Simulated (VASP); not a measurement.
# AlN (P6_3mc) in VASP: further runs

AlN is run at these levels: PBE; tasks: single point, relaxation of the atoms.

Program: VASP 6.6.1. These are calculated values, not measurements. Logs are shortened: lines on timing, memory, paths and dates and some standing lists are left out, and cuts for length are marked.

**1. The cell of the first run**

Symmetry: P6_3mc, No. 186, hexagonal system. The conventional cell has a = 3.111 Å, b = 3.111 Å, c = 5.011 Å, α = 90.00°, β = 90.00°, γ = 120.00°. Within 2.5 Å of Al (site symmetry 3m) lie 4 N at 1.89 to 1.91 Å. N (site symmetry 3m) has 4 Al at 1.89 to 1.91 Å within 2.5 Å.

**2. Single point, PBE**

File INCAR:

```
PREC = Accurate
ENCUT = 520
EDIFF = 1E-6
ISMEAR = 0
SIGMA = 0.05
LREAL = F
LASPH = T
NELM = 60
ALGO = Normal
ISIF = 2
LWAVE = F
LCHARG = F
GGA = PE
NBANDS = 16
```

File KPOINTS:

```
regular mesh
0
Gamma
  8 8 5
```

File POSCAR:

```
AlN
1.0
    3.1109999993      0.0000000000      0.0000000000
   -1.5554999997      2.6942050306      0.0000000000
    0.0000000000      0.0000000000      5.0108860000
Al N
2 2
Direct
    0.3333333333      0.6666666667      0.0006317160
    0.6666666667      0.3333333333      0.5006317160
    0.3333333333      0.6666666667      0.3813682840
    0.6666666667      0.3333333333      0.8813682840
```

Potentials or basis: VASP PAW PBE potentials, release 64 (Al, N).

Command:

```bash
> cat potpaw_PBE.64/Al/POTCAR potpaw_PBE.64/N/POTCAR > POTCAR
> mpirun -np 1 vasp_std > vasp.out
```

OUTCAR:

```text
PREC = Accurate
   ENCUT = 520
   EDIFF = 1E-6
   ISMEAR = 0
   LREAL = F
   LASPH = T
   NELM = 60
   ISIF = 2
   GGA = PE

 ion  position               nearest neighbor table
   1  0.333  0.667  0.001-   4 1.89   4 1.89   4 1.89   3 1.91   2 3.08   2 3.08   2 3.08   2 3.08
                             2 3.08   2 3.08
   2  0.667  0.333  0.501-   3 1.89   3 1.89   3 1.89   4 1.91   1 3.08   1 3.08   1 3.08   1 3.08
                             1 3.08   1 3.08
   3  0.333  0.667  0.381-   2 1.89   2 1.89   2 1.89   1 1.91
   4  0.667  0.333  0.881-   1 1.89   1 1.89   1 1.89   2 1.91

  LATTYP: Found a hexagonal cell.
 ALAT       =     3.1109999993
 C/A-ratio  =     1.6106994539

  Lattice vectors:

 A1 = (   3.1109999993,   0.0000000000,   0.0000000000)
 A2 = (  -1.5554999997,   2.6942050306,   0.0000000000)
 A3 = (   0.0000000000,   0.0000000000,   5.0108860000)

Analysis of symmetry for initial positions (statically):
=====================================================================
 Subroutine PRICEL returns:
 Original cell was already a primitive cell.

 Routine SETGRP: Setting up the symmetry group for a
 hexagonal supercell.

 Subroutine GETGRP returns: Found 12 space group operations
 (whereof  6 operations were pure point group operations)
 out of a pool of 24 trial point group operations.

The static configuration has the point symmetry C_3v.
 The point group associated with its full space group is C_6v.

Analysis of symmetry for dynamics (positions and initial velocities):
=====================================================================
 Subroutine PRICEL returns:
 Original cell was already a primitive cell.

 Routine SETGRP: Setting up the symmetry group for a
 hexagonal supercell.

 Subroutine GETGRP returns: Found 12 space group operations
 (whereof  6 operations were pure point group operations)
 out of a pool of 24 trial point group operations.

The dynamic configuration has the point symmetry C_3v.
 The point group associated with its full space group is C_6v.

 Subroutine INISYM returns: Found 12 space group operations
 (whereof  6 operations are pure point group operations),
 and found     1 'primitive' translations

----------------------------------------------------------------------------------------

                                     Primitive cell

  volume of cell :      41.9996

  direct lattice vectors                    reciprocal lattice vectors
     3.110999999  0.000000000  0.000000000     0.321440052  0.185583500  0.000000000
    -1.555500000  2.694205031  0.000000000     0.000000000  0.371167001  0.000000000
     0.000000000  0.000000000  5.010886000     0.000000000  0.000000000  0.199565506

  length of vectors
     3.110999999  3.110999999  5.010886000     0.371167001  0.371167001  0.199565506

  position of ions in fractional coordinates (direct lattice)
     0.333333333  0.666666667  0.000631716
     0.666666667  0.333333333  0.500631716
     0.333333333  0.666666667  0.381368284
     0.666666667  0.333333333  0.881368284

  ion indices of the primitive-cell ions
   primitive index   ion index
                 1           1
                 2           2
                 3           3
                 4           4

----------------------------------------------------------------------------------------

 KPOINTS: regular mesh

Automatic generation of k-mesh.
 Grid dimensions read from file:
 generate k-points for:    8    8    5

 Generating k-lattice:

  Cartesian coordinates                     Fractional coordinates (reciprocal lattice)
     0.040180006  0.023197938  0.000000000     0.125000000  0.000000000  0.000000000
     0.000000000  0.046395875  0.000000000     0.000000000  0.125000000  0.000000000
     0.000000000  0.000000000  0.039913101     0.000000000  0.000000000  0.200000000

  Length of vectors
     0.046395875  0.046395875  0.039913101

  Shift w.r.t. Gamma in fractional coordinates (k-lattice)
     0.000000000  0.000000000  0.000000000

 Subroutine IBZKPT returns following result:
 ===========================================

 Found     30 irreducible k-points:

 Following reciprocal coordinates:
            Coordinates               Weight
  0.000000  0.000000  0.000000      1.000000
  0.125000 -0.000000  0.000000      6.000000
  0.250000 -0.000000  0.000000      6.000000
  0.375000  0.000000  0.000000      6.000000
  0.500000 -0.000000  0.000000      3.000000
  0.125000  0.125000  0.000000      6.000000
[... 16 lines left out ...]
  0.250000 -0.000000  0.400000     12.000000
  0.375000  0.000000  0.400000     12.000000
 [... further k-points ...]
   k-points           NKPTS =     30   k-points in BZ     NKDIM =     30   number of bands    NBANDS=     16
   number of dos      NEDOS =    301   number of ions     NIONS =      4
   total plane-waves  NPLWV =  23040
   dimension x,y,z NGX =    24 NGY =   24 NGZ =   40
   dimension x,y,z NGXF=    48 NGYF=   48 NGZF=   80
   ions per type =               2   2
   NGX,Y,Z   is equivalent  to a cutoff of  12.83, 12.83, 13.27 a.u.
   NGXF,Y,Z  is equivalent  to a cutoff of  25.65, 25.65, 26.54 a.u.
 SYSTEM =  unknown system
   PREC   = accura    normal or accurate (medium, high low for compatibility)
   ISTART =      0    job   : 0-new  1-cont  2-samecut
   ICHARG =      2    charge: 1-file 2-atom 10-const
   ISPIN  =      1    spin polarized calculation?
   LNONCOLLINEAR =      F non collinear calculations
   LSORBIT =      F    spin-orbit coupling
   LASPH  =      T    aspherical Exc in radial PAW
   ENCUT  =  520.0 eV  38.22 Ry    6.18 a.u.   5.78  5.78  9.32*2*pi/ulx,y,z
   NELM   =     60;   NELMIN=  2; NELMDL= -5     # of ELM steps
   EDIFF  = 0.1E-05   stopping-criterion for ELM
   LREAL  =      F    real-space projection
   EDIFFG = 0.1E-04   stopping-criterion for IOM
   NSW    =      0    number of steps for IOM
   IBRION =     -1    ionic relax: 0-MD 1-quasi-New 2-CG
   NFREE  =      0    steps in history (QN), initial steepest desc. (CG)
   ISIF   =      2    stress and relaxation
   ISYM   =      2    0-nonsym 1-usesym 2-fastsym
   POTIM  = 0.5000    time-step for ionic-motion
   TEBEG  =    0.0;   TEEND  =   0.0 temperature during run
   PSTRESS=    0.0 pullay stress
   NELECT =      16.0000    total number of electrons
   NUPDOWN=      -1.0000    fix difference up-down
   EMIN   =  10.00;   EMAX   =-10.00  energy-range for DOS
   EFERMI =   0.00;   METHOD = LEGACY
   ISMEAR =     0;   SIGMA  =   0.05  broadening in eV -4-tet -1-fermi 0-gaus
   EFERMI_NEDOS =   21; number of points for ismear=-14 and -15
   IALGO  =     38    algorithm
   IMIX   =      4    mixing-type and parameters
     AMIX     =   0.40;   BMIX     =  1.00
     AMIX_MAG =   1.60;   BMIX_MAG =  1.00
  volume/ion in A,a.u.               =      10.50        70.86
  Fermi-wavevector in a.u.,A,eV,Ry     =   1.186770  2.242669 19.162748  1.408422
  Thomas-Fermi vector in A             =   2.322935
   LORBIT       =      0    0 simple, 1 ext, 2 COOP (PROOUT), +10 PAW based schemes
   GGA     = PE    functional components
   LHFCALC =     F    Hartree Fock is set to
   AEXX    =    0.0000 exact exchange contribution
   IVDW    =     0    specifies the selected vdW correction
   LEPSILON=     F    determine dielectric tensor
   LRPA    =     F    only Hartree local field effects (RPA)
 non-spin polarized calculation
 Gauss-broadening in eV      SIGMA  =   0.05
  energy-cutoff  :      520.00
  volume of cell :       42.00
 maximum number of plane-waves:      1144
 NGX is ok and might be reduce to    24
   NGX = 11   NGY = 11   NGZ = 19

 number of electron      15.9999996 magnetization

 Free energy of the ion-electron system (eV)
  ---------------------------------------------------
  ext. energy  EPLUGINS =         0.00000000
  ---------------------------------------------------
  free energy    TOTEN  =       -29.77549434 eV

  energy without entropy =      -29.77549434  energy(sigma->0) =      -29.77549434

 E-fermi :   6.2825     XC(G=0): -10.8866

 val. band max:        6.0664806523   @ k =   0.0000   0.0000   0.0000
 cond. band min:      10.2528655060   @ k =   0.0000   0.0000   0.0000
 fundamental gap:      4.1863848538
 Fermi energy:         6.2824936543

 k-point     1 :       0.0000    0.0000    0.0000
  band No.  band energies     occupation
      1      -9.0539      2.00000
      2      -6.9488      2.00000
      3       0.1106      2.00000
      4       5.2674      2.00000
      5       5.2674      2.00000
      6       5.9001      2.00000
[... 8 lines left out ...]
     15      19.2213      0.00000
     16      19.2213      0.00000

 k-point     2 :       0.1250   -0.0000    0.0000
  band No.  band energies     occupation
      1      -8.8568      2.00000
      2      -6.8375      2.00000
      3       0.3467      2.00000
      4       4.3964      2.00000
      5       5.0261      2.00000
      6       5.0725      2.00000
[... 8 lines left out ...]
     15      18.9229      0.00000
     16      19.1660      0.00000

 k-point     3 :       0.2500   -0.0000    0.0000
  band No.  band energies     occupation
      1      -8.3070      2.00000
      2      -6.5737      2.00000
      3       1.0249      2.00000
      4       2.6708      2.00000
      5       3.6400      2.00000
      6       4.5634      2.00000
[... 8 lines left out ...]
     15      18.1239      0.00000
     16      19.3955      0.00000

 k-point     4 :       0.3750    0.0000    0.0000
  band No.  band energies     occupation
      1      -7.5649      2.00000
      2      -6.3791      2.00000
      3       1.2206      2.00000
      4       2.0170      2.00000
      5       2.4343      2.00000
      6       4.1857      2.00000
[... 8 lines left out ...]
     15      18.3297      0.00000
     16      20.9347      0.00000

 k-point     5 :       0.5000   -0.0000    0.0000
  band No.  band energies     occupation
      1      -7.0958      2.00000
      2      -6.4145      2.00000
      3       0.6675      2.00000
      4       1.9290      2.00000
      5       2.7650      2.00000
      6       4.0450      2.00000
[... 8 lines left out ...]
     15      18.8812      0.00000
     16      21.1219      0.00000

 k-point     6 :       0.1250    0.1250    0.0000
  band No.  band energies     occupation
      1      -8.4823      2.00000
      2      -6.6485      2.00000
      3       0.8048      2.00000
      4       3.4616      2.00000
      5       3.6273      2.00000
      6       4.8673      2.00000
[... 8 lines left out ...]
     15      18.6724      0.00000
     16      19.3145      0.00000
[... 267 lines left out ...]
 k-point    21 :       0.0000    0.0000    0.4000
  band No.  band energies     occupation
      1      -8.4766      2.00000
      2      -7.8555      2.00000
      3       1.9336      2.00000
      4       3.6045      2.00000
      5       5.4778      2.00000
      6       5.4778      2.00000
[... 8 lines left out ...]
     15      17.8937      0.00000
     16      17.8937      0.00000

 k-point    22 :       0.1250   -0.0000    0.4000
  band No.  band energies     occupation
      1      -8.2958      2.00000
      2      -7.6970      2.00000
      3       1.9798      2.00000
      4       3.3954      2.00000
      5       4.8444      2.00000
      6       5.2579      2.00000
[... 8 lines left out ...]
     15      18.1171      0.00000
     16      18.3066      0.00000

 k-point    23 :       0.2500   -0.0000    0.4000
  band No.  band energies     occupation
      1      -7.8029      2.00000
      2      -7.2809      2.00000
      3       1.7619      2.00000
      4       2.4433      2.00000
      5       3.9928      2.00000
      6       4.9116      2.00000
[... 8 lines left out ...]
     15      18.6275      0.00000
     16      19.1767      0.00000

 k-point    24 :       0.3750    0.0000    0.4000
  band No.  band energies     occupation
      1      -7.1811      2.00000
      2      -6.8143      2.00000
      3       0.8836      2.00000
      4       1.2744      2.00000
      5       4.0555      2.00000
      6       4.5804      2.00000
[... 8 lines left out ...]
     15      18.6852      0.00000
     16      19.8682      0.00000

 [... further k-points ...]
[... 5 lines left out ...]
  --------------------------------------------------------------------------------------
  -------------------------------------------------------------------------------------
  Total        0.7947525      0.7947525      0.4033596     -0.0000000      0.0000000      0.0000000
  in kB       30.3177736     30.3177736     15.3871361     -0.0000000      0.0000000      0.0000000
  external PRESSURE =      25.3408944 kB  Pullay stress =       0.0000000 kB

 VOLUME and BASIS-vectors are now :
 -----------------------------------------------------------------------------
  energy-cutoff  :      520.00
  volume of cell :       42.00
      direct lattice vectors                 reciprocal lattice vectors
     3.110999999  0.000000000  0.000000000     0.321440052  0.185583500  0.000000000
    -1.555500000  2.694205031  0.000000000     0.000000000  0.371167001  0.000000000
     0.000000000  0.000000000  5.010886000     0.000000000  0.000000000  0.199565506

 POSITION                                       TOTAL-FORCE (eV/Angst)
 -----------------------------------------------------------------------------------
     -0.00000      1.79614      0.00317        -0.000000     -0.000000     -0.000040
      1.55550      0.89807      2.50861         0.000000      0.000000     -0.000040
     -0.00000      1.79614      1.91099         0.000000     -0.000000      0.000040
      1.55550      0.89807      4.41644        -0.000000      0.000000      0.000040
 -----------------------------------------------------------------------------------
    total drift:                               -0.000000      0.000000      0.000649

  FREE ENERGIE OF THE ION-ELECTRON SYSTEM (eV)
  ---------------------------------------------------
  free  energy   TOTEN  =       -29.7754943414 eV

  energy  without entropy=      -29.7754943414  energy(sigma->0) =      -29.77549434
```

It took 22 s on 1 thread of Intel Xeon 8259CL, shared host; peak memory 0.16 GiB.

Results:

```yaml
Free_energy: -29.7755 eV
Pressure: 2.5 GPa
Band_gap_on_the_k_mesh: 4.19 eV
```

Stress tensor (GPa, compression positive):
```
3.03 0.00 0.00
0.00 3.03 0.00
0.00 0.00 1.54
```

Levels at points of the mesh, in eV from the valence-band top:
```csv
k point,band 4,band 5,band 6,band 7,band 8,band 9,band 10,band 11,band 12,band 13
"(0.00, 0.00, 0.00)",-0.80,-0.80,-0.17,-0.17,0.00,4.19,6.70,10.56,11.20,11.20
"(0.50, 0.00, 0.00)",-4.14,-3.30,-2.02,-1.74,-0.66,5.78,5.86,8.17,10.26,10.92
```

**3. Relaxation of the atoms, PBE**

File INCAR:

```
SYSTEM = AlN
PREC     = Accurate       ! precision mode
ENCUT    = 520            ! plane-wave cutoff, eV
EDIFF    = 1E-6           ! SCF threshold, eV
ISMEAR   = 0              ! smearing method
SIGMA    = 0.05           ! smearing width, eV
LREAL    = .False.        ! projectors in reciprocal space
LASPH    = .True.         ! aspherical terms in the spheres
NELM     = 100            ! most SCF steps
ALGO     = Normal         ! electronic algorithm
ISIF     = 2              ! what is computed and relaxed
LWAVE    = .False.        ! write WAVECAR
LCHARG   = .False.        ! write CHGCAR
GGA      = PE             ! functional
IBRION   = 2              ! ionic algorithm
NSW      = 80             ! ionic steps
EDIFFG   = -0.003         ! ionic threshold
```

File KPOINTS:

```
regular mesh
0
Gamma
  8 8 5
  0 0 0
```

File POSCAR:

```
AlN
1.0
    3.1110000000      0.0000000000      0.0000000000
   -1.5555000000      2.6942050300      0.0000000000
    0.0000000000      0.0000000000      5.0108860000
Al N
2 2
Direct
    0.3333333333      0.6666666667      0.0000000000
    0.6666666667      0.3333333333      0.5000000000
    0.3333333333      0.6666666667      0.3820000000
    0.6666666667      0.3333333333      0.8820000000
```

Potentials or basis: VASP PAW PBE potentials, release 64 (Al, N).

Command:

```bash
> cat potpaw_PBE.64/Al/POTCAR potpaw_PBE.64/N/POTCAR > POTCAR
> mpirun -np 1 vasp_std > vasp.out
```

Wall time 28 s (1 thread of Intel Xeon 8259CL, shared host); peak memory 0.16 GiB.

The run converged. Its results:

```
Free energy               : -29.7755 eV
Energy gained by relaxing : 0.1 meV/atom
Ionic steps               : 3
Pressure after relaxing   : 2.5 GPa
Band gap on the k mesh    : 4.19 eV
```

Stress tensor (GPa, compression positive):
```
3.02 0.00 0.00
0.00 3.02 0.00
0.00 0.00 1.52
```

Step by step:
```
step  energy change (eV)  largest force (eV/Å)  pressure (GPa)
   1              0.0000                0.0775            2.53
   2             -0.0005                0.0146            2.52
   3             -0.0005                0.0008            2.52
```

Final structure:
```
CELL_PARAMETERS angstrom
3.11100 0.00000 0.00000
-1.55550 2.69421 0.00000
0.00000 0.00000 5.01089
ATOMIC_POSITIONS crystal
Al 0.33333 0.66667 0.00063
Al 0.66667 0.33333 0.50063
N 0.33333 0.66667 0.38137
N 0.66667 0.33333 0.88137
```

Levels at points of the mesh, in eV from the valence-band top:
| k point | band 4 | band 5 | band 6 | band 7 | band 8 | band 9 | band 10 | band 11 | band 12 |
| --- | --- | --- | --- | --- | --- | --- | --- | --- | --- |
| (0.00, 0.00, 0.00) | -0.80 | -0.80 | -0.17 | -0.17 | 0.00 | 4.19 | 6.70 | 10.56 | 11.20 |
| (0.50, 0.00, 0.00) | -4.14 | -3.30 | -2.02 | -1.74 | -0.66 | 5.78 | 5.86 | 8.17 | 10.26 |
